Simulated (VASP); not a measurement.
# BAs (Pm-3m) in VASP: settings compared

The runs below take BAs through single point, with PBE-based screened hybrid with 5 % exact exchange, PBE-based screened hybrid with 10 % exact exchange, PBE-based screened hybrid with 15 % exact exchange, PBE-based screened hybrid with 20 % exact exchange.

All numbers are computed with VASP 6.6.1; they aren't measurements. Logs are shortened: lines on timing, memory, paths and dates and some standing lists are left out, and cuts for length are marked.

### Step 1. The cell of the first run

It takes space group Pm-3m (No. 221, cubic). Conventional cell: a = 2.957 Å, b = 2.957 Å, c = 2.957 Å, α = 90.00°, β = 90.00°, γ = 90.00°. Within 3.4 Å of B (site symmetry m-3m) lie 8 As at 2.56 Å and 6 B at 2.96 Å. As (site symmetry m-3m) has 8 B at 2.56 Å and 6 As at 2.96 Å within 3.4 Å.

### Step 2. Single point, PBE-based screened hybrid with 5 % exact exchange

The input, POSCAR:

```
BAs
1.0
    2.9570103300      0.0000000000      0.0000000000
    0.0000000000      2.9570103300      0.0000000000
    0.0000000000      0.0000000000      2.9570103300
B As
1 1
Direct
    0.5000000000      0.5000000000      0.5000000000
    0.0000000000      0.0000000000      0.0000000000
```

The input, INCAR.step1:

```
PREC = Accurate
ENCUT = 520
EDIFF = 1E-5
ISMEAR = -1
SIGMA = 0.05
LREAL = False
LASPH = True
NELM = 80
ALGO = Normal
ISIF = 2
LWAVE = True
LCHARG = False
GGA = PE
NBANDS = 11
```

The input, INCAR.step2:

```
PREC = Accurate
ENCUT = 520
EDIFF = 1E-7
ISMEAR = -1
SIGMA = 0.05
LREAL = False
LASPH = True
NELM = 80
ALGO = Normal
ISIF = 2
LWAVE = False
LCHARG = False
GGA = PE
LHFCALC = True
AEXX = 0.05
HFSCREEN = 0.2
PRECFOCK = Normal
ISTART = 1
NBANDS = 11
```

The input, KPOINTS:

```
Automatic mesh
0
Gamma
  5 5 5
```

Potentials or basis: VASP PAW PBE potentials, release 64 (B, As).

The run is started by

```console
$ cat potpaw_PBE.64/B/POTCAR potpaw_PBE.64/As/POTCAR > POTCAR
$ cp INCAR.step1 INCAR
$ mpirun -np 1 vasp_std > vasp.out
$ cp INCAR.step2 INCAR
$ mpirun -np 1 vasp_std > vasp.out
```

OUTCAR:

```text
PREC = Accurate
   ENCUT = 520
   EDIFF = 1E-7
   ISMEAR = -1
   LREAL = False
   LASPH = True
   NELM = 80
   ISIF = 2
   GGA = PE
   LHFCALC = True
   AEXX = 0.05
   HFSCREEN = 0.2
   PRECFOCK = Normal
   ISTART = 1

 ion  position               nearest neighbor table
   1  0.500  0.500  0.500-
   2  0.000  0.000  0.000-

  LATTYP: Found a simple cubic cell.
 ALAT       =     2.9570103300

  Lattice vectors:

 A1 = (   2.9570103300,   0.0000000000,   0.0000000000)
 A2 = (   0.0000000000,   2.9570103300,   0.0000000000)
 A3 = (   0.0000000000,   0.0000000000,   2.9570103300)

Analysis of symmetry for initial positions (statically):
=====================================================================
 Subroutine PRICEL returns:
 Original cell was already a primitive cell.

 Routine SETGRP: Setting up the symmetry group for a
 simple cubic supercell.

 Subroutine GETGRP returns: Found 48 space group operations
 (whereof 48 operations were pure point group operations)
 out of a pool of 48 trial point group operations.

The static configuration has the point symmetry O_h .

Analysis of symmetry for dynamics (positions and initial velocities):
=====================================================================
 Subroutine PRICEL returns:
 Original cell was already a primitive cell.

 Routine SETGRP: Setting up the symmetry group for a
 simple cubic supercell.

 Subroutine GETGRP returns: Found 48 space group operations
 (whereof 48 operations were pure point group operations)
 out of a pool of 48 trial point group operations.

The dynamic configuration has the point symmetry O_h .

 Subroutine INISYM returns: Found 48 space group operations
 (whereof 48 operations are pure point group operations),
 and found     1 'primitive' translations

----------------------------------------------------------------------------------------

                                     Primitive cell

  volume of cell :      25.8558

  direct lattice vectors                    reciprocal lattice vectors
     2.957010330  0.000000000  0.000000000     0.338179407  0.000000000  0.000000000
     0.000000000  2.957010330  0.000000000     0.000000000  0.338179407  0.000000000
     0.000000000  0.000000000  2.957010330     0.000000000  0.000000000  0.338179407

  length of vectors
     2.957010330  2.957010330  2.957010330     0.338179407  0.338179407  0.338179407

  position of ions in fractional coordinates (direct lattice)
     0.500000000  0.500000000  0.500000000
     0.000000000  0.000000000  0.000000000

  ion indices of the primitive-cell ions
   primitive index   ion index
                 1           1
                 2           2

----------------------------------------------------------------------------------------

 KPOINTS: Automatic mesh

Automatic generation of k-mesh.
 Grid dimensions read from file:
 generate k-points for:    5    5    5

 Generating k-lattice:

  Cartesian coordinates                     Fractional coordinates (reciprocal lattice)
     0.067635881  0.000000000  0.000000000     0.200000000  0.000000000  0.000000000
     0.000000000  0.067635881  0.000000000     0.000000000  0.200000000  0.000000000
     0.000000000  0.000000000  0.067635881     0.000000000  0.000000000  0.200000000

  Length of vectors
     0.067635881  0.067635881  0.067635881

  Shift w.r.t. Gamma in fractional coordinates (k-lattice)
     0.000000000  0.000000000  0.000000000

 Subroutine IBZKPT returns following result:
 ===========================================

 Found     10 irreducible k-points:

 Following reciprocal coordinates:
            Coordinates               Weight
  0.000000  0.000000  0.000000      1.000000
  0.200000  0.000000  0.000000      6.000000
  0.400000  0.000000  0.000000      6.000000
  0.200000  0.200000  0.000000     12.000000
  0.400000  0.200000  0.000000     24.000000
  0.400000  0.400000  0.000000     12.000000
  0.200000  0.200000  0.200000      8.000000
  0.400000  0.200000  0.200000     24.000000
  0.400000  0.400000  0.200000     24.000000
  0.400000  0.400000  0.400000      8.000000
   k-points           NKPTS =     10   k-points in BZ     NKDIM =    125   number of bands    NBANDS=     11
   number of dos      NEDOS =    301   number of ions     NIONS =      2
   total plane-waves  NPLWV =  13824
   dimension x,y,z NGX =    24 NGY =   24 NGZ =   24
   dimension x,y,z NGXF=    48 NGYF=   48 NGZF=   48
   ions per type =               1   1
   NGX,Y,Z   is equivalent  to a cutoff of  13.49, 13.49, 13.49 a.u.
   NGXF,Y,Z  is equivalent  to a cutoff of  26.99, 26.99, 26.99 a.u.
 SYSTEM =  unknown system
   PREC   = accura    normal or accurate (medium, high low for compatibility)
   ISTART =      1    job   : 0-new  1-cont  2-samecut
   ICHARG =      0    charge: 1-file 2-atom 10-const
   ISPIN  =      1    spin polarized calculation?
   LNONCOLLINEAR =      F non collinear calculations
   LSORBIT =      F    spin-orbit coupling
   LASPH  =      T    aspherical Exc in radial PAW
   ENCUT  =  520.0 eV  38.22 Ry    6.18 a.u.   5.50  5.50  5.50*2*pi/ulx,y,z
   NELM   =     80;   NELMIN=  2; NELMDL=  0     # of ELM steps
   EDIFF  = 0.1E-06   stopping-criterion for ELM
   LREAL  =      F    real-space projection
   EDIFFG = 0.1E-05   stopping-criterion for IOM
   NSW    =      0    number of steps for IOM
   IBRION =     -1    ionic relax: 0-MD 1-quasi-New 2-CG
   NFREE  =      0    steps in history (QN), initial steepest desc. (CG)
   ISIF   =      2    stress and relaxation
   ISYM   =      3    0-nonsym 1-usesym 2-fastsym
   POTIM  = 0.5000    time-step for ionic-motion
   TEBEG  =    0.0;   TEEND  =   0.0 temperature during run
   PSTRESS=    0.0 pullay stress
   NELECT =       8.0000    total number of electrons
   NUPDOWN=      -1.0000    fix difference up-down
   EMIN   =  10.00;   EMAX   =-10.00  energy-range for DOS
   EFERMI =   0.00;   METHOD = LEGACY
   ISMEAR =    -1;   SIGMA  =   0.05  broadening in eV -4-tet -1-fermi 0-gaus
   EFERMI_NEDOS =   21; number of points for ismear=-14 and -15
   IALGO  =     38    algorithm
   IMIX   =      1    mixing-type and parameters
     AMIX     =   0.40;   BMIX     =  1.00
     AMIX_MAG =   1.60;   BMIX_MAG =  1.00
  volume/ion in A,a.u.               =      12.93        87.24
  Fermi-wavevector in a.u.,A,eV,Ry     =   1.107266  2.092429 16.681261  1.226038
  Thomas-Fermi vector in A             =   2.243778
   LORBIT       =      0    0 simple, 1 ext, 2 COOP (PROOUT), +10 PAW based schemes
   GGA     = PE    functional components
   LHFCALC =     T    Hartree Fock is set to
   PRECFOCK=normal    Normal, Fast or Accurate (Low or Medium for compatibility)
   ENCUT4O =  -1.0   cutoff for four orbital integrals eV
   NKREDX  =     1    reduce k-point grid by
   NKREDY  =     1    reduce k-point grid by
   NKREDZ  =     1    reduce k-point grid by
   AEXX    =    0.0500 exact exchange contribution
   HFSCREEN=    0.2000 screening length (either q_TF or 0.3 A-1)
   HFSCREENC=   0.2000 screening length for correlation (either q_TF or 0.3 A-1)
   ENCUTFOCK=  -1.0 apply spherical cutoff to Coloumb kernel
   IVDW    =     0    specifies the selected vdW correction
   LEPSILON=     F    determine dielectric tensor
   LRPA    =     F    only Hartree local field effects (RPA)
 non-spin polarized calculation
  energy-cutoff  :      520.00
  volume of cell :       25.86
 maximum number of plane-waves:       739
 NGX is ok and might be reduce to    24
  NGX = 18; NGY = 18; NGZ = 18

 number of electron       7.9999998 magnetization

 Free energy of the ion-electron system (eV)
  ---------------------------------------------------
  ext. energy  EPLUGINS =         0.00000000
  ---------------------------------------------------
  free energy    TOTEN  =        -8.56228256 eV

  energy without entropy =       -8.55807968  energy(sigma->0) =       -8.56018112

 E-fermi :   7.0822     XC(G=0): -10.9417

 val. band max:        6.9308894681   @ k =   0.4000   0.4000   0.2000
 cond. band min:       7.3206542142   @ k =   0.2000   0.2000   0.0000
 fundamental gap:      0.3897647462
 Fermi energy:         7.0822330219

 k-point     1 :       0.0000    0.0000    0.0000
  band No.  band energies     occupation
      1      -8.9992      2.00000
      2       6.0283      2.00000
      3       6.0283      2.00000
      4       6.0283      2.00000
      5       6.4143      2.00000
      6      12.6718      0.00000
      7      12.6718      0.00000
      8      16.1753      0.00000
      9      16.1753      0.00000
     10      16.1753      0.00000
     11      25.7930      0.00000

 k-point     2 :       0.2000    0.0000    0.0000
  band No.  band energies     occupation
      1      -8.3711      2.00000
      2       1.7830      2.00000
      3       6.6868      1.99926
      4       6.6868      1.99926
      5       8.1561      0.00000
      6      13.3145      0.00000
      7      14.4705      0.00000
      8      14.6611      0.00000
      9      14.6611      0.00000
     10      17.0041      0.00000
     11      23.4857      0.00000

 k-point     3 :       0.4000    0.0000    0.0000
  band No.  band energies     occupation
      1      -6.6617      2.00000
      2      -2.3409      2.00000
      3       8.5852      0.00000
      4       8.5852      0.00000
      5       9.6290      0.00000
      6      11.5194      0.00000
      7      11.5194      0.00000
      8      12.1258      0.00000
      9      15.1515      0.00000
     10      18.9942      0.00000
     11      23.5109      0.00000
[... 71 lines left out ...]
 k-point     9 :       0.4000    0.4000    0.2000
  band No.  band energies     occupation
      1      -3.6880      2.00000
      2       0.4155      2.00000
      3       1.1019      2.00000
      4       4.1032      2.00000
      5       6.9309      1.90755
      6       9.2056      0.00000
      7      10.8904      0.00000
      8      12.5203      0.00000
      9      21.3888      0.00000
     10      22.8735      0.00000
     11      22.9713      0.00000

 k-point    10 :       0.4000    0.4000    0.4000
  band No.  band energies     occupation
      1      -2.0565      2.00000
      2       1.8229      2.00000
      3       3.1122      2.00000
      4       3.1122      2.00000
      5       4.9583      2.00000
      6       6.6012      1.99987
      7       6.6012      1.99987
      8       9.0570      0.00000
      9      24.4805      0.00000
     10      25.3832      0.00000
     11      25.3832      0.00000

------------------------ aborting loop because EDIFF is reached ----------------------------------------

  FORCE on cell =-STRESS in cart. coord.  units (eV):
  Direction    XX          YY          ZZ          XY          YZ          ZX
  --------------------------------------------------------------------------------------
  -------------------------------------------------------------------------------------
  Total       -0.9903907     -0.9903907     -0.9903907     -0.0000000     -0.0000000      0.0000000
  in kB      -61.3703538    -61.3703538    -61.3703538     -0.0000000     -0.0000000      0.0000000
  external PRESSURE =     -61.3703538 kB  Pullay stress =       0.0000000 kB

 VOLUME and BASIS-vectors are now :
 -----------------------------------------------------------------------------
  energy-cutoff  :      520.00
  volume of cell :       25.86
      direct lattice vectors                 reciprocal lattice vectors
     2.957010330  0.000000000  0.000000000     0.338179407  0.000000000  0.000000000
     0.000000000  2.957010330  0.000000000     0.000000000  0.338179407  0.000000000
     0.000000000  0.000000000  2.957010330     0.000000000  0.000000000  0.338179407

 POSITION                                       TOTAL-FORCE (eV/Angst)
 -----------------------------------------------------------------------------------
      1.47851      1.47851      1.47851         0.000000      0.000000      0.000000
      0.00000      0.00000      0.00000         0.000000      0.000000      0.000000
 -----------------------------------------------------------------------------------
    total drift:                               -0.000000     -0.000000     -0.000000

  FREE ENERGIE OF THE ION-ELECTRON SYSTEM (eV)
  ---------------------------------------------------
  free  energy   TOTEN  =        -8.5622825558 eV

  energy  without entropy=       -8.5580796795  energy(sigma->0) =       -8.56018112
```

Wall time 7.6 min (1 thread of Intel Xeon 8259CL, shared host); peak memory 0.22 GiB.

What came out:

| Item | Value |
| --- | --- |
| Free energy | -8.5623 eV |
| Pressure | -6.1 GPa |
| Band gap on the k mesh | zero (bands 4 and 5 overlap by 3.63 eV) |

Levels at points of the mesh, in eV from the Fermi level:
```tsv
k point	band 1	band 2	band 3	band 4	band 5	band 6	band 7	band 8	band 9
(0.00, 0.00, 0.00)	-16.08	-1.05	-1.05	-1.05	-0.67	5.59	5.59	9.09	9.09
```

Caveat: the k points lie up to 0.42 Å⁻¹ apart, too coarse for converged energies and pressures of a metal; the PAW data sets were made with another functional, which shifts forces and pressure a little.

(Part 1 of 2 ends here.)

The gap in the log of VASP goes by the Fermi energy; the results here count the filled bands.